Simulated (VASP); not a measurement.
# H3C2 (C2/m) in VASP: notebook

H3C2 is run at these levels: PBE; tasks: single point.

All numbers are computed with VASP 6.6.1; they aren't measurements. Logs are shortened: lines on timing, memory, paths and dates and some standing lists are left out, and cuts for length are marked.

**1. The cell of the first run**

Symmetry: C2/m, No. 12, monoclinic system. Conventional cell: a = 7.263 Å, b = 6.550 Å, c = 4.138 Å, α = 90.00°, β = 101.05°, γ = 90.00°. C (site symmetry m) has 2 C at 1.22 to 1.49 Å within 1.6 Å. C (site symmetry m) has 3 H at 1.09 to 1.11 Å and 1 C at 1.49 Å within 1.5 Å. H (site symmetry m) has 1 C at 1.11 Å within 1.5 Å. H (site symmetry 1) has 1 C at 1.09 Å within 1.5 Å.

**2. Single point, PBE**

Input file INCAR:

```
SYSTEM = H3C2
ALGO     = Normal         ! electronic algorithm
EDIFF    = 1E-7           ! SCF threshold, eV
ENCUT    = 520            ! plane-wave cutoff, eV
GGA      = PE             ! functional
ISIF     = 2              ! what is computed and relaxed
ISMEAR   = -1             ! smearing method
LASPH    = .TRUE.         ! aspherical terms in the spheres
LCHARG   = .TRUE.         ! write CHGCAR
LELF     = .TRUE.         ! ELF
LREAL    = .FALSE.        ! projectors in reciprocal space
LVHAR    = .TRUE.       
LWAVE    = .FALSE.        ! write WAVECAR
NBANDS   = 22             ! bands
NELM     = 60             ! most SCF steps
PREC     = Accurate       ! precision mode
SIGMA    = 0.1            ! smearing width, eV
```

Input file KPOINTS:

```
k-points
0
G
  4 4 5
  0 0 0
```

Input file POSCAR:

```
H3C2
1.0
    3.6316850000      3.2747500000      0.0000000000
    3.6316850000     -3.2747500000      0.0000000000
    0.7933020000      0.0000000000     -4.0609400000
C H
4 6
Direct
    0.0787000000      0.0787000000      0.9161000000
    0.9213000000      0.9213000000      0.0839000000
    0.2732000000      0.2732000000      0.7190000000
    0.7268000000      0.7268000000      0.2810000000
    0.2700000000      0.2700000000      0.4525000000
    0.7300000000      0.7300000000      0.5475000000
    0.4854000000      0.2170000000      0.7719000000
    0.7830000000      0.5146000000      0.2281000000
    0.5146000000      0.7830000000      0.2281000000
    0.2170000000      0.4854000000      0.7719000000
```

Potentials or basis: VASP PAW PBE potentials, release 64 (C, H).

On the command line:

```
> cat potpaw_PBE.64/C/POTCAR potpaw_PBE.64/H/POTCAR > POTCAR
> mpirun -np 1 vasp_std > vasp.out
```

OUTCAR:

```text
SYSTEM = H3C2
   EDIFF = 1E-7
   ENCUT = 520
   GGA = PE
   ISIF = 2
   ISMEAR = -1
   LASPH = .TRUE.
   LREAL = .FALSE.
   NELM = 60
   PREC = Accurate

 ion  position               nearest neighbor table
   1  0.079  0.079  0.916-   2 1.22   3 1.49
   2  0.921  0.921  0.084-   1 1.22   4 1.49
   3  0.273  0.273  0.719-   7 1.09  10 1.09   5 1.11   1 1.49
   4  0.727  0.727  0.281-   8 1.09   9 1.09   6 1.11   2 1.49
   5  0.270  0.270  0.453-   3 1.11
   6  0.730  0.730  0.547-   4 1.11
   7  0.485  0.217  0.772-   3 1.09
   8  0.783  0.515  0.228-   4 1.09
   9  0.515  0.783  0.228-   4 1.09
  10  0.217  0.485  0.772-   3 1.09

  LATTYP: Found a base centered monoclinic cell.
 ALAT       =     7.2633700000
 B/A-ratio  =     0.9017164209
 C/A-ratio  =     0.5696667050
 COS(beta)  =    -0.1917253521

  Lattice vectors:

 A1 = (  -3.6316850000,  -3.2747500000,   0.0000000000)
 A2 = (  -3.6316850000,   3.2747500000,   0.0000000000)
 A3 = (   0.7933020000,   0.0000000000,  -4.0609400000)

Analysis of symmetry for initial positions (statically):
=====================================================================
 Subroutine PRICEL returns:
 Original cell was already a primitive cell.

 Routine SETGRP: Setting up the symmetry group for a
 base centered monoclinic supercell.

 Subroutine GETGRP returns: Found  4 space group operations
 (whereof  4 operations were pure point group operations)
 out of a pool of  4 trial point group operations.

The static configuration has the point symmetry C_2h.

Analysis of symmetry for dynamics (positions and initial velocities):
=====================================================================
 Subroutine PRICEL returns:
 Original cell was already a primitive cell.

 Routine SETGRP: Setting up the symmetry group for a
 base centered monoclinic supercell.

 Subroutine GETGRP returns: Found  4 space group operations
 (whereof  4 operations were pure point group operations)
 out of a pool of  4 trial point group operations.

The dynamic configuration has the point symmetry C_2h.

 Subroutine INISYM returns: Found  4 space group operations
 (whereof  4 operations are pure point group operations),
 and found     1 'primitive' translations

----------------------------------------------------------------------------------------

                                     Primitive cell

  volume of cell :      96.5924

  direct lattice vectors                    reciprocal lattice vectors
     3.631685000  3.274750000  0.000000000     0.137677139  0.152683411  0.026895140
     3.631685000 -3.274750000  0.000000000     0.137677139 -0.152683411  0.026895140
     0.793302000  0.000000000 -4.060940000     0.000000000  0.000000000 -0.246248406

  length of vectors
     4.890104651  4.890104651  4.137700055     0.207341668  0.207341668  0.246248406

  position of ions in fractional coordinates (direct lattice)
     0.078700000  0.078700000  0.916100000
     0.921300000  0.921300000  0.083900000
     0.273200000  0.273200000  0.719000000
     0.726800000  0.726800000  0.281000000
     0.270000000  0.270000000  0.452500000
     0.730000000  0.730000000  0.547500000
     0.485400000  0.217000000  0.771900000
     0.783000000  0.514600000  0.228100000
     0.514600000  0.783000000  0.228100000
     0.217000000  0.485400000  0.771900000

  ion indices of the primitive-cell ions
   primitive index   ion index
                 1           1
                 2           2
                 3           3
                 4           4
                 5           5
                 6           6
                 7           7
                 8           8
                 9           9
                10          10

----------------------------------------------------------------------------------------

 KPOINTS: k-points

Automatic generation of k-mesh.
 Grid dimensions read from file:
 generate k-points for:    4    4    5

 Generating k-lattice:

  Cartesian coordinates                     Fractional coordinates (reciprocal lattice)
     0.034419285  0.038170853  0.006723785     0.250000000  0.000000000  0.000000000
     0.034419285 -0.038170853  0.006723785     0.000000000  0.250000000  0.000000000
     0.000000000  0.000000000 -0.049249681     0.000000000  0.000000000  0.200000000

  Length of vectors
     0.051835417  0.051835417  0.049249681

  Shift w.r.t. Gamma in fractional coordinates (k-lattice)
     0.000000000  0.000000000  0.000000000

 Subroutine IBZKPT returns following result:
 ===========================================

 Found     27 irreducible k-points:

 Following reciprocal coordinates:
            Coordinates               Weight
  0.000000  0.000000  0.000000      1.000000
  0.250000  0.000000  0.000000      4.000000
  0.500000  0.000000  0.000000      2.000000
  0.250000  0.250000  0.000000      2.000000
  0.500000  0.250000 -0.000000      4.000000
 -0.250000  0.250000  0.000000      2.000000
[... 16 lines left out ...]
  0.500000  0.250000  0.400000      4.000000
 -0.250000  0.250000  0.400000      4.000000
 [... further k-points ...]
   k-points           NKPTS =     27   k-points in BZ     NKDIM =     27   number of bands    NBANDS=     22
   number of dos      NEDOS =    301   number of ions     NIONS =     10
   total plane-waves  NPLWV =  41472
   dimension x,y,z NGX =    36 NGY =   36 NGZ =   32
   dimension x,y,z NGXF=    72 NGYF=   72 NGZF=   64
   ions per type =               4   6
   NGX,Y,Z   is equivalent  to a cutoff of  12.24, 12.24, 12.86 a.u.
   NGXF,Y,Z  is equivalent  to a cutoff of  24.48, 24.48, 25.71 a.u.
 SYSTEM =  H3C2
   PREC   = accura    normal or accurate (medium, high low for compatibility)
   ISTART =      0    job   : 0-new  1-cont  2-samecut
   ICHARG =      2    charge: 1-file 2-atom 10-const
   ISPIN  =      1    spin polarized calculation?
   LNONCOLLINEAR =      F non collinear calculations
   LSORBIT =      F    spin-orbit coupling
   LASPH  =      T    aspherical Exc in radial PAW
   ENCUT  =  520.0 eV  38.22 Ry    6.18 a.u.   9.09  9.09  7.69*2*pi/ulx,y,z
   NELM   =     60;   NELMIN=  2; NELMDL= -5     # of ELM steps
   EDIFF  = 0.1E-06   stopping-criterion for ELM
   LREAL  =      F    real-space projection
   EDIFFG = 0.1E-05   stopping-criterion for IOM
   NSW    =      0    number of steps for IOM
   IBRION =     -1    ionic relax: 0-MD 1-quasi-New 2-CG
   NFREE  =      0    steps in history (QN), initial steepest desc. (CG)
   ISIF   =      2    stress and relaxation
   ISYM   =      2    0-nonsym 1-usesym 2-fastsym
   POTIM  = 0.5000    time-step for ionic-motion
   TEBEG  =    0.0;   TEEND  =   0.0 temperature during run
   PSTRESS=    0.0 pullay stress
   NELECT =      22.0000    total number of electrons
   NUPDOWN=      -1.0000    fix difference up-down
   EMIN   =  10.00;   EMAX   =-10.00  energy-range for DOS
   EFERMI =   0.00;   METHOD = LEGACY
   ISMEAR =    -1;   SIGMA  =   0.10  broadening in eV -4-tet -1-fermi 0-gaus
   EFERMI_NEDOS =   21; number of points for ismear=-14 and -15
   IALGO  =     38    algorithm
   IMIX   =      4    mixing-type and parameters
     AMIX     =   0.40;   BMIX     =  1.00
     AMIX_MAG =   1.60;   BMIX_MAG =  1.00
  volume/ion in A,a.u.               =       9.66        65.18
  Fermi-wavevector in a.u.,A,eV,Ry     =   0.999773  1.889297 13.599651  0.999546
  Thomas-Fermi vector in A             =   2.132085
   LORBIT       =      0    0 simple, 1 ext, 2 COOP (PROOUT), +10 PAW based schemes
   GGA     = PE    functional components
   LHFCALC =     F    Hartree Fock is set to
   AEXX    =    0.0000 exact exchange contribution
   IVDW    =     0    specifies the selected vdW correction
   LEPSILON=     F    determine dielectric tensor
   LRPA    =     F    only Hartree local field effects (RPA)
 non-spin polarized calculation
  energy-cutoff  :      520.00
  volume of cell :       96.59
 maximum number of plane-waves:      2638
   NGX = 19   NGY = 19   NGZ = 15

 number of electron      22.0000001 magnetization

 Free energy of the ion-electron system (eV)
  ---------------------------------------------------
  ext. energy  EPLUGINS =         0.00000000
  ---------------------------------------------------
  free energy    TOTEN  =       -56.67767192 eV

  energy without entropy =      -56.67767192  energy(sigma->0) =      -56.67767192

 E-fermi :   0.5229     XC(G=0):  -7.4653

 val. band max:       -1.7439660589   @ k =   0.5000   0.5000   0.4000
 cond. band min:       3.0228586398   @ k =   0.0000   0.0000   0.0000
 fundamental gap:      4.7668246987
 Fermi energy:         0.5228980179

 k-point     1 :       0.0000    0.0000    0.0000
  band No.  band energies     occupation
      1     -15.6318      2.00000
      2     -14.1612      2.00000
      3     -12.6059      2.00000
      4      -7.5439      2.00000
      5      -6.7622      2.00000
      6      -6.4913      2.00000
[... 14 lines left out ...]
     21       9.4582      0.00000
     22       9.8790      0.00000

 k-point     2 :       0.2500    0.0000    0.0000
  band No.  band energies     occupation
      1     -15.5406      2.00000
      2     -14.3053      2.00000
      3     -12.5372      2.00000
      4      -7.8138      2.00000
      5      -6.5353      2.00000
      6      -6.5062      2.00000
[... 14 lines left out ...]
     21       9.5463      0.00000
     22       9.9838      0.00000
[... 523 lines left out ...]
     21       9.8241      0.00000
     22      10.9635      0.00000

 k-point    24 :      -0.2500    0.2500    0.4000
  band No.  band energies     occupation
      1     -15.3151      2.00000
      2     -14.3373      2.00000
      3     -12.5202      2.00000
      4      -7.9658      2.00000
      5      -6.9430      2.00000
      6      -6.8522      2.00000
[... 14 lines left out ...]
     21      10.5014      0.00000
     22      10.5823      0.00000

 [... further k-points ...]

------------------------ aborting loop because EDIFF is reached ----------------------------------------

  FORCE on cell =-STRESS in cart. coord.  units (eV):
  Direction    XX          YY          ZZ          XY          YZ          ZX
  --------------------------------------------------------------------------------------
  -------------------------------------------------------------------------------------
  Total       -1.9077260      1.3341327     -1.0012984      0.0000000      0.0000000     -1.5540330
  in kB      -31.6434406     22.1292516    -16.6085311      0.0000000      0.0000000    -25.7767371
  external PRESSURE =      -8.7075734 kB  Pullay stress =       0.0000000 kB

 VOLUME and BASIS-vectors are now :
 -----------------------------------------------------------------------------
  energy-cutoff  :      520.00
  volume of cell :       96.59
      direct lattice vectors                 reciprocal lattice vectors
     3.631685000  3.274750000  0.000000000     0.137677139  0.152683411  0.026895140
     3.631685000 -3.274750000  0.000000000     0.137677139 -0.152683411  0.026895140
     0.793302000  0.000000000 -4.060940000     0.000000000  0.000000000 -0.246248406

 POSITION                                       TOTAL-FORCE (eV/Angst)
 -----------------------------------------------------------------------------------
      1.29837      0.00000     -3.72023         0.655732      0.000000      0.311499
      6.75830      0.00000     -0.34071        -0.655732      0.000000     -0.311499
      2.55474      0.00000     -2.91982        -1.131511      0.000000     -0.111548
      5.50194      0.00000     -1.14112         1.131511      0.000000      0.111548
      2.32008      0.00000     -1.83758         0.031678      0.000000     -0.281387
      5.73659      0.00000     -2.22336        -0.031678      0.000000      0.281387
      3.16325      0.87894     -3.13464         0.094712      0.288742     -0.073342
      4.89343      0.87894     -0.92630        -0.094712      0.288742      0.073342
      4.89343     -0.87894     -0.92630        -0.094712     -0.288742      0.073342
      3.16325     -0.87894     -3.13464         0.094712     -0.288742     -0.073342
 -----------------------------------------------------------------------------------
    total drift:                               -0.000000     -0.000000      0.000000

  FREE ENERGIE OF THE ION-ELECTRON SYSTEM (eV)
  ---------------------------------------------------
  free  energy   TOTEN  =       -56.6776719216 eV

  energy  without entropy=      -56.6776719215  energy(sigma->0) =      -56.67767192
```

Wall time 1.7 min (1 thread of AMD EPYC 7R13, shared host); peak memory 0.17 GiB.

What came out:

- Free energy: -56.6777 eV
- Pressure: -0.9 GPa
- Largest force: 1.137 eV/Å
- Band gap on the k mesh: 4.77 eV (least direct gap 5.20 eV)

Forces in eV/Å, atoms in the order of the input:
```
C    0.656  0.000  0.311
C   -0.656  0.000 -0.311
C   -1.132  0.000 -0.112
C    1.132  0.000  0.112
H    0.032  0.000 -0.281
H   -0.032  0.000  0.281
H    0.095  0.289 -0.073
H   -0.095  0.289  0.073
H   -0.095 -0.289  0.073
H    0.095 -0.289 -0.073
```

Stress tensor (GPa, compression positive):
```
-3.16  0.00 -2.58
 0.00  2.21  0.00
-2.58  0.00 -1.66
```

Levels at points of the mesh, in eV from the valence-band top:
```
           k point  band 9  band 10  band 11  band 12  band 13  band 14
(0.00, 0.00, 0.00)   -4.13    -1.23    -0.84     4.77     5.75     6.60
(0.50, 0.00, 0.00)   -4.14    -0.83    -0.26     5.22     5.68     6.43
(0.50, 0.50, 0.00)   -3.85    -0.48    -0.03     5.17     6.11     7.05
```

Caveat: this functional lacks dispersion, which holds the molecules together, so the pressure and a relaxed volume are unreliable; an odd mesh through Γ misses points on the zone boundary, where band edges can lie; forces of over 1 eV/Å act on the atoms, so gaps and moduli don't describe the material at rest.

**3. Single point, PBE**

Input file INCAR:

```
PREC = Accurate
ENCUT = 520
EDIFF = 1E-6
ISMEAR = 0
SIGMA = 0.1
LREAL = F
LASPH = T
NELM = 100
ALGO = Normal
ISIF = 2
LWAVE = F
LCHARG = F
GGA = PE
NBANDS = 22
```

Input file KPOINTS:

```
regular mesh
0
Gamma
  4 4 5
```

POSCAR is that of step 2.

Potentials or basis: VASP PAW PBE potentials, release 64 (C, H).

On the command line:

```
> cat potpaw_PBE.64/C/POTCAR potpaw_PBE.64/H/POTCAR > POTCAR
> mpirun -np 1 vasp_std > vasp.out
```

Wall time 94 s (1 thread of AMD EPYC 7R13, shared host); peak memory 0.17 GiB.

Results (log left out):

* Free energy: -56.6777 eV
* Pressure: -0.9 GPa
* Largest force: 1.137 eV/Å
* Band gap on the k mesh: 4.77 eV (least direct gap 5.20 eV)

Forces on the atoms (eV/Å):
```
C    0.655  0.000  0.311
C   -0.655  0.000 -0.311
C   -1.132  0.000 -0.112
C    1.132  0.000  0.112
H    0.032  0.000 -0.281
H   -0.032  0.000  0.281
H    0.095  0.289 -0.073
H   -0.095  0.289  0.073
H   -0.095 -0.289  0.073
H    0.095 -0.289 -0.073
```

Stress tensor (GPa, compression positive):
```
-3.16  0.00 -2.58
 0.00  2.21  0.00
-2.58  0.00 -1.66
```

Levels at points of the mesh, in eV from the valence-band top:
| k point | band 7 | band 8 | band 9 | band 10 | band 11 | band 12 | band 13 | band 14 | band 15 | band 16 |
| --- | --- | --- | --- | --- | --- | --- | --- | --- | --- | --- |
| (0.00, 0.00, 0.00) | -4.20 | -4.16 | -4.13 | -1.23 | -0.84 | 4.77 | 5.75 | 6.60 | 8.14 | 9.19 |
| (0.50, 0.00, 0.00) | -4.56 | -4.23 | -4.14 | -0.83 | -0.26 | 5.22 | 5.68 | 6.43 | 7.06 | 8.68 |
| (0.50, 0.50, 0.00) | -4.45 | -4.00 | -3.85 | -0.48 | -0.03 | 5.17 | 6.11 | 7.05 | 7.24 | 7.59 |

Caveat: this functional lacks dispersion, which holds the molecules together, so the pressure and a relaxed volume are unreliable; an odd mesh through Γ misses points on the zone boundary, where band edges can lie; forces of over 1 eV/Å act on the atoms, so gaps and moduli don't describe the material at rest.

**4. Single point, PBE**

Input file INCAR:

```
  PREC = Accurate
  ENCUT = 520
  EDIFF = 1E-6
  ISMEAR = -5
  SIGMA = 0.1
  LREAL = F
  LASPH = T
  NELM = 100
  ALGO = Normal
  ISIF = 2
  LWAVE = F
  LCHARG = F
  GGA = PE
  NBANDS = 22
```

KPOINTS is that of step 3.

POSCAR is that of step 3.

On the command line:

```
> cat potpaw_PBE.64/C/POTCAR potpaw_PBE.64/H/POTCAR > POTCAR
> mpirun -np 1 vasp_std > vasp.out
```

It took 96 s on 1 thread of AMD EPYC 7R13, shared host; peak memory 0.17 GiB.

It converged, with:

* Free energy: -56.6777 eV
* Pressure: -0.9 GPa
* Largest force: 1.137 eV/Å
* Band gap on the k mesh: 4.77 eV (least direct gap 5.20 eV)

Forces on the atoms (eV/Å):
```
C    0.655  0.000  0.311
C   -0.655  0.000 -0.311
C   -1.132  0.000 -0.112
C    1.132  0.000  0.112
H    0.032  0.000 -0.281
H   -0.032  0.000  0.281
H    0.095  0.289 -0.073
H   -0.095  0.289  0.073
H   -0.095 -0.289  0.073
H    0.095 -0.289 -0.073
```

Stress tensor (GPa, compression positive):
```
-3.16  0.00 -2.58
 0.00  2.21  0.00
-2.58  0.00 -1.66
```

Levels at points of the mesh, in eV from the valence-band top:
```csv
k point,band 7,band 8,band 9,band 10,band 11,band 12,band 13,band 14,band 15,band 16
"(0.00, 0.00, 0.00)",-4.20,-4.16,-4.13,-1.23,-0.84,4.77,5.75,6.60,8.14,9.19
"(0.50, 0.00, 0.00)",-4.56,-4.23,-4.14,-0.83,-0.26,5.22,5.68,6.43,7.06,8.68
"(0.50, 0.50, 0.00)",-4.45,-4.00,-3.85,-0.48,-0.03,5.17,6.11,7.05,7.24,7.59
```

Caveat: this functional lacks dispersion, which holds the molecules together, so the pressure and a relaxed volume are unreliable; an odd mesh through Γ misses points on the zone boundary, where band edges can lie; forces of over 1 eV/Å act on the atoms, so gaps and moduli don't describe the material at rest.

**5. Summary**

```tsv
smearing	gap on the mesh (eV)	pressure (GPa)	largest force (eV/Å)
fermi-dirac 0.1 eV	4.77	-0.9	1.14
gaussian 0.1 eV	4.77	-0.9	1.14
tetrahedron	4.77	-0.9	1.14
```

Alike in all rows: task single point; level PBE; potentials or basis VASP PAW PBE potentials, release 64 (C, H); no spin polarisation; cell as given; k mesh 4 × 4 × 5; cutoff (eV) 520.

Caveats: this functional lacks dispersion, which holds the molecules together, so the pressure and a relaxed volume are unreliable; an odd mesh through Γ misses points on the zone boundary, where band edges can lie; forces of over 1 eV/Å act on the atoms, so gaps and moduli don't describe the material at rest.

Absolute energies hang on the potentials; compare differences alone.
